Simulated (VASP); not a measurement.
# CdS (Hawleyite) (I-4m2) in VASP: a series of runs

CdS (Hawleyite) is run at these levels: PBEsol; tasks: single point.

Program: VASP 6.6.1. These are calculated values, not measurements. Logs are shortened: lines on timing, memory, paths and dates and some standing lists are left out, and cuts for length are marked.

### Step 1. The cell of the first run

It takes space group I-4m2 (No. 119, tetragonal). Conventional cell: a = 4.036 Å, b = 4.036 Å, c = 5.894 Å, α = 90.00°, β = 90.00°, γ = 90.00°. Within 3.3 Å of Cd (site symmetry -4m2) lie 4 S at 2.50 Å. S (site symmetry -4m2) has 4 Cd at 2.50 Å within 3.3 Å.

### Step 2. Single point, PBEsol (in-plane strain -0.02)

INCAR reads:

```
  PREC = Accurate
  ENCUT = 520
  EDIFF = 1E-6
  ISMEAR = 0
  SIGMA = 0.01
  LREAL = False
  LASPH = True
  NELM = 60
  ALGO = Normal
  ISIF = 2
  LWAVE = False
  LCHARG = False
  GGA = PS
  NBANDS = 16
```

KPOINTS reads:

```
Automatic mesh
0
Gamma
  8 8 8
```

POSCAR reads:

```
CdS
1.0
    2.8540403417      2.8540403417      0.0000000000
   -2.8540403417      2.8540403417      0.0000000000
    0.0000000000      2.8540403417      2.9472334957
Cd S
1 1
Direct
    0.0000000000      0.0000000000      0.0000000000
    0.7500000000      0.2500000000      0.5000000000
```

Potentials or basis: VASP PAW PBE potentials, release 64 (Cd, S).

On the command line:

```console
> cat potpaw_PBE.64/Cd/POTCAR potpaw_PBE.64/S/POTCAR > POTCAR
> mpirun -np 1 vasp_std > vasp.out
```

OUTCAR:

```text
PREC = Accurate
   ENCUT = 520
   EDIFF = 1E-6
   ISMEAR = 0
   LREAL = False
   LASPH = True
   NELM = 60
   ISIF = 2
   GGA = PS

 ion  position               nearest neighbor table
   1  0.000  0.000  0.000-   2 2.50   2 2.50   2 2.50   2 2.50
   2  0.750  0.250  0.500-   1 2.50   1 2.50   1 2.50   1 2.50

  LATTYP: Found a body centered tetragonal cell.
 ALAT       =     4.0362225588
 C/A-ratio  =     1.4603919644

  Lattice vectors:

 A1 = (   2.8540403417,   0.0000000000,  -2.9472334957)
 A2 = (  -2.8540403417,   0.0000000000,  -2.9472334957)
 A3 = (   0.0000000000,   2.8540403417,   2.9472334957)

Analysis of symmetry for initial positions (statically):
=====================================================================
 Subroutine PRICEL returns:
 Original cell was already a primitive cell.

 Routine SETGRP: Setting up the symmetry group for a
 body centered tetragonal supercell.

 Subroutine GETGRP returns: Found  8 space group operations
 (whereof  8 operations were pure point group operations)
 out of a pool of 16 trial point group operations.

The static configuration has the point symmetry D_2d.

Analysis of symmetry for dynamics (positions and initial velocities):
=====================================================================
 Subroutine PRICEL returns:
 Original cell was already a primitive cell.

 Routine SETGRP: Setting up the symmetry group for a
 body centered tetragonal supercell.

 Subroutine GETGRP returns: Found  8 space group operations
 (whereof  8 operations were pure point group operations)
 out of a pool of 16 trial point group operations.

The dynamic configuration has the point symmetry D_2d.

 Subroutine INISYM returns: Found  8 space group operations
 (whereof  8 operations are pure point group operations),
 and found     1 'primitive' translations

----------------------------------------------------------------------------------------

                                     Primitive cell

  volume of cell :      48.0137

  direct lattice vectors                    reciprocal lattice vectors
     2.854040342  2.854040342  0.000000000     0.175190236  0.175190236 -0.169650623
    -2.854040342  2.854040342  0.000000000    -0.175190236  0.175190236 -0.169650623
     0.000000000  2.854040342  2.947233496     0.000000000  0.000000000  0.339301247

  length of vectors
     4.036222559  4.036222559  4.102649333     0.300274160  0.300274160  0.339301247

  position of ions in fractional coordinates (direct lattice)
     0.000000000  0.000000000  0.000000000
     0.750000000  0.250000000  0.500000000

  ion indices of the primitive-cell ions
   primitive index   ion index
                 1           1
                 2           2

----------------------------------------------------------------------------------------

 KPOINTS: Automatic mesh

Automatic generation of k-mesh.
 Grid dimensions read from file:
 generate k-points for:    8    8    8

 Generating k-lattice:

  Cartesian coordinates                     Fractional coordinates (reciprocal lattice)
     0.021898779  0.021898779 -0.021206328     0.125000000  0.000000000  0.000000000
    -0.021898779  0.021898779 -0.021206328     0.000000000  0.125000000  0.000000000
     0.000000000  0.000000000  0.042412656     0.000000000  0.000000000  0.125000000

  Length of vectors
     0.037534270  0.037534270  0.042412656

  Shift w.r.t. Gamma in fractional coordinates (k-lattice)
     0.000000000  0.000000000  0.000000000

 Subroutine IBZKPT returns following result:
 ===========================================

 Found     59 irreducible k-points:

 Following reciprocal coordinates:
            Coordinates               Weight
  0.000000  0.000000  0.000000      1.000000
  0.125000  0.000000 -0.000000      8.000000
  0.250000  0.000000 -0.000000      8.000000
  0.375000  0.000000 -0.000000      8.000000
  0.500000  0.000000 -0.000000      4.000000
  0.125000  0.125000 -0.000000      8.000000
[... 16 lines left out ...]
  0.250000  0.000000  0.125000      4.000000
  0.375000  0.000000  0.125000      8.000000
 [... further k-points ...]
   k-points           NKPTS =     59   k-points in BZ     NKDIM =     59   number of bands    NBANDS=     16
   number of dos      NEDOS =    301   number of ions     NIONS =      2
   total plane-waves  NPLWV =  28800
   dimension x,y,z NGX =    30 NGY =   30 NGZ =   32
   dimension x,y,z NGXF=    60 NGYF=   60 NGZF=   64
   ions per type =               1   1
   NGX,Y,Z   is equivalent  to a cutoff of  12.36, 12.36, 12.97 a.u.
   NGXF,Y,Z  is equivalent  to a cutoff of  24.71, 24.71, 25.93 a.u.
 SYSTEM =  unknown system
   PREC   = accura    normal or accurate (medium, high low for compatibility)
   ISTART =      0    job   : 0-new  1-cont  2-samecut
   ICHARG =      2    charge: 1-file 2-atom 10-const
   ISPIN  =      1    spin polarized calculation?
   LNONCOLLINEAR =      F non collinear calculations
   LSORBIT =      F    spin-orbit coupling
   LASPH  =      T    aspherical Exc in radial PAW
   ENCUT  =  520.0 eV  38.22 Ry    6.18 a.u.   7.50  7.50  7.63*2*pi/ulx,y,z
   NELM   =     60;   NELMIN=  2; NELMDL= -5     # of ELM steps
   EDIFF  = 0.1E-05   stopping-criterion for ELM
   LREAL  =      F    real-space projection
   EDIFFG = 0.1E-04   stopping-criterion for IOM
   NSW    =      0    number of steps for IOM
   IBRION =     -1    ionic relax: 0-MD 1-quasi-New 2-CG
   NFREE  =      0    steps in history (QN), initial steepest desc. (CG)
   ISIF   =      2    stress and relaxation
   ISYM   =      2    0-nonsym 1-usesym 2-fastsym
   POTIM  = 0.5000    time-step for ionic-motion
   TEBEG  =    0.0;   TEEND  =   0.0 temperature during run
   PSTRESS=    0.0 pullay stress
   NELECT =      18.0000    total number of electrons
   NUPDOWN=      -1.0000    fix difference up-down
   EMIN   =  10.00;   EMAX   =-10.00  energy-range for DOS
   EFERMI =   0.00;   METHOD = LEGACY
   ISMEAR =     0;   SIGMA  =   0.01  broadening in eV -4-tet -1-fermi 0-gaus
   EFERMI_NEDOS =   21; number of points for ismear=-14 and -15
   IALGO  =     38    algorithm
   IMIX   =      4    mixing-type and parameters
     AMIX     =   0.40;   BMIX     =  1.00
     AMIX_MAG =   1.60;   BMIX_MAG =  1.00
  volume/ion in A,a.u.               =      24.01       162.01
  Fermi-wavevector in a.u.,A,eV,Ry     =   1.180440  2.230709 18.958897  1.393440
  Thomas-Fermi vector in A             =   2.316733
   LORBIT       =      0    0 simple, 1 ext, 2 COOP (PROOUT), +10 PAW based schemes
   GGA     = PS    functional components
   LHFCALC =     F    Hartree Fock is set to
   AEXX    =    0.0000 exact exchange contribution
   IVDW    =     0    specifies the selected vdW correction
   LEPSILON=     F    determine dielectric tensor
   LRPA    =     F    only Hartree local field effects (RPA)
 non-spin polarized calculation
 Gauss-broadening in eV      SIGMA  =   0.01
  energy-cutoff  :      520.00
  volume of cell :       48.01
 maximum number of plane-waves:      1311
   NGX = 15   NGY = 15   NGZ = 15

 number of electron      18.0000005 magnetization

 Free energy of the ion-electron system (eV)
  ---------------------------------------------------
  ext. energy  EPLUGINS =         0.00000000
  ---------------------------------------------------
  free energy    TOTEN  =        -6.79960696 eV

  energy without entropy =       -6.79960696  energy(sigma->0) =       -6.79960696

 E-fermi :   1.6342     XC(G=0):  -9.5344

 val. band max:        1.5344808449   @ k =   0.0000   0.0000   0.0000
 cond. band min:       2.5735317793   @ k =   0.0000   0.0000   0.0000
 fundamental gap:      1.0390509345
 Fermi energy:         1.6342231912

 k-point     1 :       0.0000    0.0000    0.0000
  band No.  band energies     occupation
      1     -11.0920      2.00000
      2      -6.3716      2.00000
      3      -6.3503      2.00000
      4      -6.3503      2.00000
      5      -5.8326      2.00000
      6      -5.8159      2.00000
[... 8 lines left out ...]
     15      12.9363      0.00000
     16      13.2243      0.00000

 k-point     2 :       0.1250    0.0000   -0.0000
  band No.  band energies     occupation
      1     -11.0234      2.00000
      2      -6.3424      2.00000
      3      -6.3253      2.00000
      4      -6.3021      2.00000
      5      -5.8323      2.00000
      6      -5.8188      2.00000
[... 8 lines left out ...]
     15      12.5191      0.00000
     16      13.4466      0.00000

 k-point     3 :       0.2500    0.0000   -0.0000
  band No.  band energies     occupation
      1     -10.8564      2.00000
      2      -6.2884      2.00000
      3      -6.2704      2.00000
      4      -6.1063      2.00000
      5      -5.8212      2.00000
      6      -5.8178      2.00000
[... 8 lines left out ...]
     15      12.1701      0.00000
     16      12.7508      0.00000

 k-point     4 :       0.3750    0.0000   -0.0000
  band No.  band energies     occupation
      1     -10.6890      2.00000
      2      -6.2493      2.00000
      3      -6.2269      2.00000
      4      -5.8014      2.00000
      5      -5.7985      2.00000
      6      -5.7134      2.00000
[... 8 lines left out ...]
     15      12.9652      0.00000
     16      13.0611      0.00000

 k-point     5 :       0.5000    0.0000   -0.0000
  band No.  band energies     occupation
      1     -10.6201      2.00000
      2      -6.2379      2.00000
      3      -6.2133      2.00000
      4      -5.7890      2.00000
      5      -5.7768      2.00000
      6      -5.4144      2.00000
[... 8 lines left out ...]
     15      13.9916      0.00000
     16      14.1592      0.00000

 k-point     6 :       0.1250    0.1250   -0.0000
  band No.  band energies     occupation
      1     -10.9232      2.00000
      2      -6.3091      2.00000
      3      -6.2741      2.00000
      4      -6.2158      2.00000
      5      -5.8444      2.00000
      6      -5.8064      2.00000
[... 8 lines left out ...]
     15      12.3683      0.00000
     16      14.5291      0.00000

 k-point     7 :       0.2500    0.1250   -0.0000
  band No.  band energies     occupation
      1     -10.7568      2.00000
      2      -6.2533      2.00000
      3      -6.2236      2.00000
      4      -5.9705      2.00000
      5      -5.8389      2.00000
      6      -5.7746      2.00000
[... 8 lines left out ...]
     15      13.0742      0.00000
     16      13.9467      0.00000

 k-point     8 :       0.3750    0.1250   -0.0000
  band No.  band energies     occupation
      1     -10.6227      2.00000
      2      -6.2182      2.00000
      3      -6.1950      2.00000
      4      -5.8185      2.00000
      5      -5.8028      2.00000
      6      -5.5106      2.00000
[... 8 lines left out ...]
     15      13.1975      0.00000
     16      14.2180      0.00000

 k-point     9 :       0.5000    0.1250    0.0000
  band No.  band energies     occupation
      1     -10.5986      2.00000
      2      -6.2151      2.00000
      3      -6.1866      2.00000
      4      -5.8369      2.00000
      5      -5.7765      2.00000
      6      -5.4008      2.00000
[... 8 lines left out ...]
     15      13.9001      0.00000
     16      14.1661      0.00000
[... 172 lines left out ...]
 k-point    19 :       0.5000    0.3750    0.0000
  band No.  band energies     occupation
      1     -10.4916      2.00000
      2      -6.1372      2.00000
      3      -6.0172      2.00000
      4      -5.9762      2.00000
      5      -5.7418      2.00000
      6      -5.3402      2.00000
[... 8 lines left out ...]
     15      14.1351      0.00000
     16      15.2114      0.00000

 k-point    20 :      -0.3750    0.3750    0.0000
  band No.  band energies     occupation
      1     -10.5566      2.00000
      2      -6.1334      2.00000
      3      -6.0592      2.00000
      4      -6.0189      2.00000
      5      -5.7424      2.00000
      6      -5.5841      2.00000
[... 8 lines left out ...]
     15      13.5974      0.00000
     16      16.2353      0.00000

 k-point    21 :       0.5000    0.5000   -0.0000
  band No.  band energies     occupation
      1     -10.4688      2.00000
      2      -6.1456      2.00000
      3      -5.9946      2.00000
      4      -5.9483      2.00000
      5      -5.7261      2.00000
      6      -5.3251      2.00000
[... 8 lines left out ...]
     15      13.7620      0.00000
     16      14.8262      0.00000

 k-point    22 :       0.0000    0.0000    0.1250
  band No.  band energies     occupation
      1     -11.0036      2.00000
      2      -6.3298      2.00000
      3      -6.3022      2.00000
      4      -6.3022      2.00000
      5      -5.8525      2.00000
      6      -5.8033      2.00000
[... 8 lines left out ...]
     15      13.3092      0.00000
     16      14.0554      0.00000

 k-point    23 :       0.2500    0.0000    0.1250
  band No.  band energies     occupation
      1     -10.9198      2.00000
      2      -6.2963      2.00000
      3      -6.2954      2.00000
      4      -6.2114      2.00000
      5      -5.8369      2.00000
      6      -5.8066      2.00000
[... 8 lines left out ...]
     15      12.4272      0.00000
     16      14.2882      0.00000

 k-point    24 :       0.3750    0.0000    0.1250
  band No.  band energies     occupation
      1     -10.7528      2.00000
      2      -6.2439      2.00000
      3      -6.2376      2.00000
      4      -5.9836      2.00000
      5      -5.8392      2.00000
      6      -5.7484      2.00000
[... 8 lines left out ...]
     15      13.1172      0.00000
     16      13.6797      0.00000

 [... further k-points ...]

------------------------ aborting loop because EDIFF is reached ----------------------------------------

  FORCE on cell =-STRESS in cart. coord.  units (eV):
  Direction    XX          YY          ZZ          XY          YZ          ZX
  --------------------------------------------------------------------------------------
  -------------------------------------------------------------------------------------
  Total        0.7382592      0.7382592      0.5620297      0.0000000     -0.0000000      0.0000000
  in kB       24.6351214     24.6351214     18.7544833      0.0000000     -0.0000000      0.0000000
  external PRESSURE =      22.6749087 kB  Pullay stress =       0.0000000 kB

 VOLUME and BASIS-vectors are now :
 -----------------------------------------------------------------------------
  energy-cutoff  :      520.00
  volume of cell :       48.01
      direct lattice vectors                 reciprocal lattice vectors
     2.854040342  2.854040342  0.000000000     0.175190236  0.175190236 -0.169650623
    -2.854040342  2.854040342  0.000000000    -0.175190236  0.175190236 -0.169650623
     0.000000000  2.854040342  2.947233496     0.000000000  0.000000000  0.339301247

 POSITION                                       TOTAL-FORCE (eV/Angst)
 -----------------------------------------------------------------------------------
      0.00000      0.00000      0.00000         0.000000     -0.000000      0.000000
      1.42702      4.28106      1.47362        -0.000000      0.000000      0.000000
 -----------------------------------------------------------------------------------
    total drift:                                0.000000      0.000000     -0.000000

  FREE ENERGIE OF THE ION-ELECTRON SYSTEM (eV)
  ---------------------------------------------------
  free  energy   TOTEN  =        -6.7996069624 eV

  energy  without entropy=       -6.7996069624  energy(sigma->0) =       -6.79960696
```

Wall time 24 s (1 thread of Intel Xeon Platinum 8488C (Sapphire Rapids), shared host); peak memory 0.19 GiB.

What came out:

```yaml
Free_energy: -6.7996 eV
Pressure: 2.3 GPa
Band_gap_on_the_k_mesh: 1.04 eV, direct
```

Caveat: the cell differs from its parent crystal (in-plane strain -0.02); the PAW data sets were made with another functional, which shifts forces and pressure a little.

### Step 3. Single point, PBEsol (in-plane strain -0.02, then relaxed in part)

INCAR reads:

```
PREC = Accurate
ENCUT = 520
EDIFF = 1E-6
ISMEAR = 0
SIGMA = 0.01
LREAL = F
LASPH = T
NELM = 100
ALGO = Normal
ISIF = 2
LWAVE = F
LCHARG = F
GGA = PS
NBANDS = 16
```

KPOINTS reads:

```
regular mesh
0
Gamma
  8 8 8
```

Edit POSCAR of step 2 so:

```diff
@@ -4,3 +4,3 @@
    -2.8540403417      2.8540403417      0.0000000000
-    0.0000000000      2.8540403417      2.9472334957
+    0.0000000000      2.8540403417      2.9959601765
 Cd S
```

Potentials or basis: VASP PAW PBE potentials, release 64 (Cd, S).

On the command line:

```console
> cat potpaw_PBE.64/Cd/POTCAR potpaw_PBE.64/S/POTCAR > POTCAR
> mpirun -np 1 vasp_std > vasp.out
```

Run time: 24 s. Hardware: 1 thread of Intel Xeon Platinum 8488C (Sapphire Rapids), shared host; peak memory 0.2 GiB.

The run converged. Its results:

| Item | Value |
| --- | --- |
| Free energy | -6.8055 eV |
| Pressure | 1.1 GPa |
| Band gap on the k mesh | 0.98 eV, direct |

Stress tensor (GPa, compression positive):
```
1.42 0.00 0.00
0.00 1.42 0.00
0.00 0.00 0.43
```

Levels at points of the mesh, in eV from the valence-band top:
```tsv
k point	band 6	band 7	band 8	band 9	band 10	band 11	band 12	band 13
(0.00, 0.00, 0.00)	-7.32	-0.16	0.00	0.00	0.98	6.39	6.41	6.41
(0.50, 0.00, 0.00)	-6.94	-4.63	-0.94	-0.73	2.84	6.70	7.06	7.34
(0.50, 0.50, 0.00)	-6.84	-4.03	-2.13	-2.04	3.25	4.08	9.25	10.36
(0.00, 0.00, 0.50)	-6.95	-4.34	-1.88	-1.88	3.44	4.49	8.76	10.80
```

Caveat: the cell differs from its parent crystal (in-plane strain -0.02, then relaxed in part); the PAW data sets were made with another functional, which shifts forces and pressure a little.
